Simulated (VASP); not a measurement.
# KCl (Fm-3m) in VASP: notebook, part 2 of 2

VASP 6.6.1.

## 4. Vibrations by perturbation theory, LDA

This run uses another cell than the first one, of 28.08 Å³/atom.

The input, INCAR:

```
ALGO = Normal
EDIFF = 1E-8
ENCUT = 520
GGA = CA
IBRION = 8
ISIF = 2
ISMEAR = 0
LASPH = True
LCHARG = False
LEPSILON = True
LREAL = False
LWAVE = False
NBANDS = 15
NELM = 60
NSW = 1
PREC = Accurate
SIGMA = 0.01
```

The input, KPOINTS:

```
k-points
0
Gamma
  6 6 6
```

The input, POSCAR:

```
KCl
1.0
    0.0000000000      3.0393340068      3.0393340068
    3.0393340068      0.0000000000      3.0393340068
    3.0393340068      3.0393340068      0.0000000000
K Cl
1 1
Direct
    0.0000000000      0.0000000000      0.0000000000
    0.5000000000      0.5000000000      0.5000000000
```

Potentials or basis: VASP PAW LDA potentials, release 64 (K_sv, Cl).

The run is started by

```
$ cat potpaw_LDA.64/K_sv/POTCAR potpaw_LDA.64/Cl/POTCAR > POTCAR
$ mpirun -np 1 vasp_std > vasp.out
```

OUTCAR:

```text
EDIFF = 1E-8
   ENCUT = 520
   GGA = CA
   IBRION = 8
   ISIF = 2
   ISMEAR = 0
   LASPH = True
   LEPSILON = True
   LREAL = False
   NELM = 60
   NSW = 1
   PREC = Accurate

 ion  position               nearest neighbor table
   1  0.000  0.000  0.000-   2 3.04   2 3.04   2 3.04   2 3.04   2 3.04   2 3.04
   2  0.500  0.500  0.500-   1 3.04   1 3.04   1 3.04   1 3.04   1 3.04   1 3.04

  LATTYP: Found a face centered cubic cell.
 ALAT       =     6.0786680136

  Lattice vectors:

 A1 = (   0.0000000000,   3.0393340068,   3.0393340068)
 A2 = (   3.0393340068,   0.0000000000,   3.0393340068)
 A3 = (   3.0393340068,   3.0393340068,   0.0000000000)

Analysis of symmetry for initial positions (statically):
=====================================================================
 Subroutine PRICEL returns:
 Original cell was already a primitive cell.

 Routine SETGRP: Setting up the symmetry group for a
 face centered cubic supercell.
[... 576 lines left out ...]
 ------------------------------------
               1X          1Y          1Z          2X          2Y          2Z
  1X    -1.822333    0.000000    0.000000    1.822333    0.000000    0.000000
  1Y     0.000000   -1.822333    0.000000    0.000000    1.822333    0.000000
  1Z     0.000000    0.000000   -1.822333    0.000000    0.000000    1.822333
  2X     1.813066    0.000000    0.000000   -1.813066    0.000000    0.000000
  2Y     0.000000    1.813066    0.000000    0.000000   -1.813066    0.000000
  2Z     0.000000    0.000000    1.813066    0.000000    0.000000   -1.813066

 Eigenvectors and eigenvalues of the dynamical matrix
 ----------------------------------------------------

   1 f  =    4.887739 THz    30.710572 2PiTHz  163.037437 cm-1    20.214057 meV
             X         Y         Z           dx          dy          dz
      0.000000  0.000000  0.000000     0.390078   -0.569794   -0.000000
      3.039334  3.039334  3.039334    -0.408596    0.596845   -0.000000
[... 21 lines left out ...]
   6 f/i=    0.006223 THz     0.039102 2PiTHz    0.207587 cm-1     0.025737 meV
             X         Y         Z           dx          dy          dz
      0.000000  0.000000  0.000000     0.694107   -0.155052   -0.131716
      3.039334  3.039334  3.039334     0.662648   -0.148025   -0.125746

--------------------------------------------------------------------------------------------------------

 MACROSCOPIC STATIC DIELECTRIC TENSOR IONIC CONTRIBUTION
 ------------------------------------------------------
           2.183304    -0.000000     0.000000
          -0.000000     2.183304    -0.000000
           0.000000    -0.000000     2.183304
 ------------------------------------------------------

 ELASTIC MODULI CONTR FROM IONIC RELAXATION (kBar)
 Direction    XX          YY          ZZ          XY          YZ          ZX
 --------------------------------------------------------------------------------
 XX           0.0000      0.0000      0.0000      0.0000      0.0000      0.0000
 YY           0.0000      0.0000      0.0000      0.0000      0.0000      0.0000
 ZZ           0.0000      0.0000      0.0000      0.0000      0.0000      0.0000
 XY           0.0000      0.0000      0.0000      0.0000      0.0000      0.0000
 YZ           0.0000      0.0000      0.0000      0.0000      0.0000      0.0000
 ZX           0.0000      0.0000      0.0000      0.0000      0.0000      0.0000
 --------------------------------------------------------------------------------

 PIEZOELECTRIC TENSOR IONIC CONTR  for field in x, y, z        (C/m^2)
          XX          YY          ZZ          XY          YZ          ZX
  --------------------------------------------------------------------------------
  x     0.00000     0.00000     0.00000     0.00000     0.00000     0.00000
  y     0.00000     0.00000     0.00000     0.00000     0.00000     0.00000
  z     0.00000     0.00000     0.00000     0.00000     0.00000     0.00000
```

Run time: 5.7 min. Hardware: 1 thread of Intel Xeon 8259CL, shared host; peak memory 0.22 GiB.

Results:

| Item | Value |
| --- | --- |
| Electronic dielectric tensor (diagonal) | 2.51 |
| Born charges (mean of the diagonal) | K +1.11; Cl -1.11 e |
| Highest phonon frequency at Γ, LO-TO splitting left out | 163 cm⁻¹ |

Phonon frequencies in cm⁻¹ (negative: imaginary):
```csv
q point,frequencies
"(0.000, 0.000, 0.000)",0 0 0 163 163 163
```

Electronic dielectric tensor:
```
2.51 0.00 0.00
0.00 2.51 0.00
0.00 0.00 2.51
```

Born effective charge tensors (e):
atom 1, K
```
1.11 0.00 0.00
0.00 1.11 0.00
0.00 0.00 1.11
```
atom 2, Cl
```
-1.11  0.00  0.00
 0.00 -1.11  0.00
 0.00  0.00 -1.11
```

## 5. Vibrations by perturbation theory, LDA

This run uses another cell than the first one, of 28.08 Å³/atom.

The input, INCAR:

```
SYSTEM = KCl
  ALGO = Normal
  EDIFF = 1E-8
  ENCUT = 520
  IBRION = 8
  ISIF = 2
  ISMEAR = 0
  LASPH = .TRUE.
  LCHARG = .TRUE.
  LREAL = .FALSE.
  LWAVE = .FALSE.
  NBANDS = 15
  NELM = 80
  NSW = 1
  PREC = Accurate
  SIGMA = 0.01
```

The input, KPOINTS:

```
k-points
0
G
  6 6 6
  0 0 0
```

POSCAR is that of step 4.

Potentials or basis: VASP PAW LDA potentials, release 64 (K_sv, Cl).

The run is started by

```
$ cat potpaw_LDA.64/K_sv/POTCAR potpaw_LDA.64/Cl/POTCAR > POTCAR
$ mpirun -np 1 vasp_std > vasp.out
```

OUTCAR:

```text
SYSTEM = KCl
   EDIFF = 1E-8
   ENCUT = 520
   IBRION = 8
   ISIF = 2
   ISMEAR = 0
   LASPH = .TRUE.
   LREAL = .FALSE.
   NELM = 80
   NSW = 1
   PREC = Accurate

 ion  position               nearest neighbor table
   1  0.000  0.000  0.000-   2 3.04   2 3.04   2 3.04   2 3.04   2 3.04   2 3.04
   2  0.500  0.500  0.500-   1 3.04   1 3.04   1 3.04   1 3.04   1 3.04   1 3.04

  LATTYP: Found a face centered cubic cell.
 ALAT       =     6.0786680136

  Lattice vectors:

 A1 = (   0.0000000000,   3.0393340068,   3.0393340068)
 A2 = (   3.0393340068,   0.0000000000,   3.0393340068)
 A3 = (   3.0393340068,   3.0393340068,   0.0000000000)

Analysis of symmetry for initial positions (statically):
=====================================================================
 Subroutine PRICEL returns:
 Original cell was already a primitive cell.

 Routine SETGRP: Setting up the symmetry group for a
 face centered cubic supercell.

 Subroutine GETGRP returns: Found 48 space group operations
 (whereof 48 operations were pure point group operations)
 out of a pool of 48 trial point group operations.

The static configuration has the point symmetry O_h .

Analysis of symmetry for dynamics (positions and initial velocities):
=====================================================================
 Subroutine PRICEL returns:
 Original cell was already a primitive cell.

 Routine SETGRP: Setting up the symmetry group for a
 face centered cubic supercell.

 Subroutine GETGRP returns: Found 48 space group operations
 (whereof 48 operations were pure point group operations)
[... 462 lines left out ...]
    total drift:                                0.000000     -0.000000     -0.000000

  FREE ENERGIE OF THE ION-ELECTRON SYSTEM (eV)
  ---------------------------------------------------
  free  energy   TOTEN  =        -7.4078020243 eV

  energy  without entropy=       -7.4078020243  energy(sigma->0) =       -7.40780202

[... ionic steps 2 to 3 ...]

--------------------------------------- Ionic step        4  -------------------------------------------

------------------------ aborting loop because EDIFF is reached ----------------------------------------

[... ionic steps 5 to 6 ...]

--------------------------------------- Ionic step        7  -------------------------------------------

 Free energy of the ion-electron system (eV)
  ---------------------------------------------------
  ---------------------------------------------------
  free energy    TOTEN  =        -0.19372615 eV

  energy without entropy =       -0.19372615

------------------------ aborting loop because EDIFF is reached ----------------------------------------

 INTERNAL STRAIN TENSOR  FOR ION    2  DIRECTION 1   (eV/Angst):
 -----------------------------------------------------------------------------
     0.01027  0.00000  0.00000
    -0.00000 -0.00460  0.00000
    -0.00000  0.00000 -0.00460

 INTERNAL STRAIN TENSOR FOR ION    2 for displacements in x,y,z  (eV/Angst):
          X           Y           Z          XY          YZ          ZX
  --------------------------------------------------------------------------------
  x     0.00000     0.00000     0.00000     0.00000     0.00000     0.00000
  y     0.00000     0.00000     0.00000     0.00000     0.00000     0.00000
  z     0.00000     0.00000     0.00000     0.00000     0.00000     0.00000

 SECOND DERIVATIVES (NOT SYMMETRIZED)
 ------------------------------------
               1X          1Y          1Z          2X          2Y          2Z
  1X    -1.822369    0.000000    0.000000    1.822369    0.000000    0.000000
  1Y     0.000000   -1.822369    0.000000    0.000000    1.822369    0.000000
  1Z     0.000000    0.000000   -1.822369    0.000000    0.000000    1.822369
  2X     1.813062    0.000000    0.000000   -1.813062    0.000000    0.000000
  2Y     0.000000    1.813062    0.000000    0.000000   -1.813062    0.000000
  2Z     0.000000    0.000000    1.813062    0.000000    0.000000   -1.813062

 Eigenvectors and eigenvalues of the dynamical matrix
 ----------------------------------------------------

   1 f  =    4.887759 THz    30.710698 2PiTHz  163.038103 cm-1    20.214139 meV
             X         Y         Z           dx          dy          dz
      0.000000  0.000000  0.000000     0.303705   -0.620156   -0.000000
      3.039334  3.039334  3.039334    -0.318120    0.649591   -0.000000
[... 21 lines left out ...]
   6 f/i=    0.006250 THz     0.039270 2PiTHz    0.208479 cm-1     0.025848 meV
             X         Y         Z           dx          dy          dz
      0.000000  0.000000  0.000000     0.015881    0.074885    0.719242
      3.039334  3.039334  3.039334     0.015161    0.071492    0.686651

--------------------------------------------------------------------------------------------------------

 ELASTIC MODULI CONTR FROM IONIC RELAXATION (kBar)
 Direction    XX          YY          ZZ          XY          YZ          ZX
 --------------------------------------------------------------------------------
 XX           0.0000      0.0000      0.0000      0.0000      0.0000      0.0000
 YY           0.0000      0.0000      0.0000      0.0000      0.0000      0.0000
 ZZ           0.0000      0.0000      0.0000      0.0000      0.0000      0.0000
 XY           0.0000      0.0000      0.0000      0.0000      0.0000      0.0000
 YZ           0.0000      0.0000      0.0000      0.0000      0.0000      0.0000
 ZX           0.0000      0.0000      0.0000      0.0000      0.0000      0.0000
 --------------------------------------------------------------------------------
```

OSZICAR:

```text
N       E                     dE             d eps       ncg     rms          rms(c)
DAV:   1     0.109918996398E+03    0.10992E+03   -0.70178E+03   480   0.964E+02
DAV:   2    -0.103871978293E+01   -0.11096E+03   -0.99830E+02   635   0.253E+02
[... 46 lines left out ...]
RMM:   9    -0.193727033679E+00   -0.13251E-05   -0.26744E-06  2001   0.434E-04    0.102E-04
RMM:  10    -0.193726528237E+00    0.50544E-06    0.66055E-06  2024   0.200E-04    0.389E-05
RMM:  11    -0.193726217175E+00    0.31106E-06   -0.11952E-06  2059   0.947E-05    0.198E-05
RMM:  12    -0.193726192220E+00    0.24955E-07   -0.64480E-08  2103   0.429E-05    0.134E-05
RMM:  13    -0.193726177691E+00    0.14529E-07   -0.49965E-08  1979   0.203E-05    0.907E-06
RMM:  14    -0.193726148392E+00    0.29299E-07   -0.31290E-08  1958   0.117E-05    0.141E-06
RMM:  15    -0.193726154755E+00   -0.63627E-08   -0.85093E-08  1765   0.718E-06    0.152E-06
 Linear response finished
```

stdout:

```text
POSCAR found type information on POSCAR K Cl
 POSCAR found :  2 types and       2 ions
 scaLAPACK will be used
 LDA part: xc-table for (Slater(with rela. corr.)+CA(PZ))
 , standard interpolation
 POSCAR, INCAR and KPOINTS ok, starting setup
 FFT: planning ... GRIDC
 FFT: planning ... GRID_SOFT
 FFT: planning ... GRID
 WAVECAR not read
 entering main loop
 Linear response reoptimize wavefunctions to high precision
 Linear response DOF=           2
 Linear response progress:
 first order change of Fermi-energy   0.94851E-05
 force on displaced ion       1 direction 1 :  -1.822   0.000   0.000
 Linear response progress:
 first order change of Fermi-energy   0.46874E-05
 force on displaced ion       2 direction 1 :  -1.813   0.000   0.000
 Linear response finished
```

Wall time 1.9 min (1 thread of Intel Xeon 8259CL, shared host); peak memory 0.21 GiB.

What came out:

* Highest phonon frequency at Γ, LO-TO splitting left out: 163 cm⁻¹

Phonon frequencies in cm⁻¹ (negative: imaginary):
| q point | frequencies |
| --- | --- |
| (0.000, 0.000, 0.000) | 0 0 0 163 163 163 |

## 6. Vibrations by perturbation theory, LDA (28.50 Å³/atom)

This run uses another cell than the first one, of 28.50 Å³/atom.

The input, INCAR:

```
SYSTEM = KCl
PREC = Accurate
ENCUT = 520
EDIFF = 1E-8
ISMEAR = 0
SIGMA = 0.01
LREAL = .False.
LASPH = .True.
NELM = 80
ALGO = Normal
ISIF = 2
LWAVE = .False.
LCHARG = .False.
NBANDS = 15
IBRION = 8
NSW = 1
```

The input, KPOINTS:

```
regular mesh
0
Gamma
  6 6 6
  0 0 0
```

The input, POSCAR:

```
KCl
1.0
    0.0000000000      3.0544553204      3.0544553204
    3.0544553204      0.0000000000      3.0544553204
    3.0544553204      3.0544553204      0.0000000000
K Cl
1 1
Direct
    0.0000000000      0.0000000000      0.0000000000
    0.5000000000      0.5000000000      0.5000000000
```

Potentials or basis: VASP PAW LDA potentials, release 64 (K_sv, Cl).

The run is started by

```
$ cat potpaw_LDA.64/K_sv/POTCAR potpaw_LDA.64/Cl/POTCAR > POTCAR
$ mpirun -np 1 vasp_std > vasp.out
```

OUTCAR:

```text
SYSTEM = KCl
   PREC = Accurate
   ENCUT = 520
   EDIFF = 1E-8
   ISMEAR = 0
   LREAL = .False.
   LASPH = .True.
   NELM = 80
   ISIF = 2
   IBRION = 8
   NSW = 1

 ion  position               nearest neighbor table
   1  0.000  0.000  0.000-   2 3.05   2 3.05   2 3.05   2 3.05   2 3.05   2 3.05
   2  0.500  0.500  0.500-   1 3.05   1 3.05   1 3.05   1 3.05   1 3.05   1 3.05

  LATTYP: Found a face centered cubic cell.
 ALAT       =     6.1089106408

  Lattice vectors:

 A1 = (   0.0000000000,   3.0544553204,   3.0544553204)
 A2 = (   3.0544553204,   0.0000000000,   3.0544553204)
 A3 = (   3.0544553204,   3.0544553204,   0.0000000000)

Analysis of symmetry for initial positions (statically):
=====================================================================
 Subroutine PRICEL returns:
 Original cell was already a primitive cell.

 Routine SETGRP: Setting up the symmetry group for a
 face centered cubic supercell.

 Subroutine GETGRP returns: Found 48 space group operations
 (whereof 48 operations were pure point group operations)
 out of a pool of 48 trial point group operations.

The static configuration has the point symmetry O_h .

Analysis of symmetry for dynamics (positions and initial velocities):
=====================================================================
 Subroutine PRICEL returns:
 Original cell was already a primitive cell.

 Routine SETGRP: Setting up the symmetry group for a
 face centered cubic supercell.

 Subroutine GETGRP returns: Found 48 space group operations
 (whereof 48 operations were pure point group operations)
[... 462 lines left out ...]
    total drift:                                0.000000     -0.000000     -0.000000

  FREE ENERGIE OF THE ION-ELECTRON SYSTEM (eV)
  ---------------------------------------------------
  free  energy   TOTEN  =        -7.4074754000 eV

  energy  without entropy=       -7.4074754000  energy(sigma->0) =       -7.40747540

[... ionic steps 2 to 3 ...]

--------------------------------------- Ionic step        4  -------------------------------------------

------------------------ aborting loop because EDIFF is reached ----------------------------------------

[... ionic steps 5 to 6 ...]

--------------------------------------- Ionic step        7  -------------------------------------------

 Free energy of the ion-electron system (eV)
  ---------------------------------------------------
  ---------------------------------------------------
  free energy    TOTEN  =        -0.19383870 eV

  energy without entropy =       -0.19383870

------------------------ aborting loop because EDIFF is reached ----------------------------------------

 INTERNAL STRAIN TENSOR  FOR ION    2  DIRECTION 1   (eV/Angst):
 -----------------------------------------------------------------------------
     0.01037  0.00000  0.00000
    -0.00000 -0.00456  0.00000
     0.00000  0.00000 -0.00456

 INTERNAL STRAIN TENSOR FOR ION    2 for displacements in x,y,z  (eV/Angst):
          X           Y           Z          XY          YZ          ZX
  --------------------------------------------------------------------------------
  x     0.00000     0.00000     0.00000     0.00000     0.00000     0.00000
  y     0.00000     0.00000     0.00000     0.00000     0.00000     0.00000
  z     0.00000     0.00000     0.00000     0.00000     0.00000     0.00000

 SECOND DERIVATIVES (NOT SYMMETRIZED)
 ------------------------------------
               1X          1Y          1Z          2X          2Y          2Z
  1X    -1.702072    0.000000    0.000000    1.702072    0.000000    0.000000
  1Y     0.000000   -1.702072    0.000000    0.000000    1.702072    0.000000
  1Z     0.000000    0.000000   -1.702072    0.000000    0.000000    1.702072
  2X     1.693746    0.000000    0.000000   -1.693746    0.000000    0.000000
  2Y     0.000000    1.693746    0.000000    0.000000   -1.693746    0.000000
  2Z     0.000000    0.000000    1.693746    0.000000    0.000000   -1.693746

 Eigenvectors and eigenvalues of the dynamical matrix
 ----------------------------------------------------

   1 f  =    4.723949 THz    29.681446 2PiTHz  157.573974 cm-1    19.536674 meV
             X         Y         Z           dx          dy          dz
      0.000000  0.000000  0.000000    -0.054853   -0.679663    0.108751
      3.054455  3.054455  3.054455     0.057463    0.711999   -0.113925
[... 21 lines left out ...]
   6 f/i=    0.005785 THz     0.036347 2PiTHz    0.192961 cm-1     0.023924 meV
             X         Y         Z           dx          dy          dz
      0.000000  0.000000  0.000000     0.024629   -0.218622    0.689073
      3.054455  3.054455  3.054455     0.023510   -0.208693    0.657778

--------------------------------------------------------------------------------------------------------

 ELASTIC MODULI CONTR FROM IONIC RELAXATION (kBar)
 Direction    XX          YY          ZZ          XY          YZ          ZX
 --------------------------------------------------------------------------------
 XX           0.0000      0.0000      0.0000      0.0000      0.0000      0.0000
 YY           0.0000      0.0000      0.0000      0.0000      0.0000      0.0000
 ZZ           0.0000      0.0000      0.0000      0.0000      0.0000      0.0000
 XY           0.0000      0.0000      0.0000      0.0000      0.0000      0.0000
 YZ           0.0000      0.0000      0.0000      0.0000      0.0000      0.0000
 ZX           0.0000      0.0000      0.0000      0.0000      0.0000      0.0000
 --------------------------------------------------------------------------------
```

It took 2.1 min on 1 thread of Intel Xeon 8259CL, shared host; peak memory 0.22 GiB.

Results:

- Highest phonon frequency at Γ, LO-TO splitting left out: 158 cm⁻¹

Phonon frequencies in cm⁻¹ (negative: imaginary):
| q point | frequencies |
| --- | --- |
| (0.000, 0.000, 0.000) | 0 0 0 158 158 158 |
